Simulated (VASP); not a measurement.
## H6C2O: single point with PBE+D3(BJ)

H6C2O:

```
C O H
1.0
     7.29363    0.00000    0.00000
     0.00000    7.29363    0.00000
     0.00000    0.00000    7.29363
C O H
8 4 24
Direct
  0.91136 0.13942 0.27974
  0.70309 0.12418 0.30465
  0.73535 0.71062 0.62989
  0.70486 0.83582 0.80027
  0.22197 0.45176 0.67190
  0.17252 0.27446 0.76336
  0.40090 0.56734 0.21759
  0.27953 0.69717 0.11679
  0.67082 0.16916 0.49665
  0.86057 0.84685 0.91332
  0.25857 0.12097 0.67874
  0.10232 0.59906 0.11315
  0.53793 0.17687 0.51549
  0.62269 0.20286 0.19745
  0.66384 0.97034 0.28023
  0.95139 0.08007 0.13903
  0.95679 0.27279 0.29091
  0.96791 0.05253 0.38102
  0.82653 0.90058 0.03135
  0.66564 0.96576 0.75552
  0.60104 0.78268 0.89082
  0.64070 0.74679 0.52251
  0.86205 0.75107 0.56527
  0.73664 0.56396 0.66406
  0.17714 0.01590 0.70734
  0.21328 0.28552 0.91566
  0.02746 0.24668 0.75329
  0.17643 0.54652 0.77350
  0.37193 0.46763 0.65897
  0.16113 0.48535 0.54469
  0.00329 0.66854 0.04906
  0.26083 0.82824 0.19523
  0.32482 0.72995 0.97979
  0.52416 0.63942 0.24935
  0.35409 0.50156 0.34098
  0.43790 0.45505 0.13144
```

```
Program                : VASP 6.6.1
Task                   : single point
Functional             : PBE
Dispersion             : D3(BJ)
Potentials or basis    : VASP PAW PBE potentials, release 64 (C, O, H)
Cutoff                 : 520 eV
k mesh                 : 1 × 1 × 1
Occupations            : fermi-dirac, width 0.05 eV
Spin                   : no spin polarisation
Dipole correction      : no
Further INCAR settings : LREAL = Auto; ALGO = Normal; EDIFF = 1e-07; NBANDS = 64
```

- Pressure: 0.9 GPa
- Largest force: 3.701 eV/Å
- Band gap on the k mesh: 4.70 eV
- Dispersion energy per atom: -0.036 eV

Forces on the atoms (eV/Å):
```
C   -1.722 -2.290 -2.343
C    0.012 -1.415 -0.154
C    0.257  0.709  1.379
C   -0.383 -2.136 -0.572
C    1.071 -0.400  1.076
C    0.474 -0.087  0.911
C    0.743  0.232 -0.455
C   -2.576 -0.259  1.525
O   -0.585  0.261 -1.136
O    1.873 -0.010  0.705
O   -0.032 -1.333 -0.121
O   -0.241  0.622 -0.457
H    0.064 -0.102  0.153
H    0.363 -0.046  1.006
H    0.200  1.341  0.244
H   -0.149  0.795  1.211
H    0.890  2.310  0.154
H    0.901 -0.671  0.979
H   -0.072  0.014 -0.318
H   -0.494  1.904 -0.697
H   -1.087 -0.434 -0.054
H   -0.973 -0.183 -0.149
H    0.974 -0.067 -0.026
H   -0.044  0.077 -0.201
H    0.778  0.523 -0.277
H   -0.372 -0.182 -1.179
H   -0.873  0.323  0.272
H   -0.234  1.255  0.462
H   -0.056 -0.072  0.080
H   -0.775 -0.110 -1.196
H    0.875 -0.104  0.072
H    0.146 -0.344 -0.323
H    0.329  0.027 -0.626
H    1.158  0.355  0.371
H   -0.764  0.315  0.553
H    0.325 -0.819 -0.868
```

Stress tensor (GPa, compression positive):
```
 2.35 -0.74  0.40
-0.74  1.55 -0.23
 0.40 -0.23 -1.13
```

Levels at points of the mesh, in eV from the valence-band top:
```tsv
k point	band 36	band 37	band 38	band 39	band 40	band 41	band 42	band 43	band 44	band 45
(0.00, 0.00, 0.00)	-1.70	-0.65	-0.38	-0.28	0.00	4.70	5.81	6.20	6.31	6.57
```

Wall time 56 s on 1 thread of AMD EPYC 7R13 Processor (Zen 3), with other jobs on the host, peak memory 0.31 GiB.

Caveat: the k points lie up to 0.86 Å⁻¹ apart.
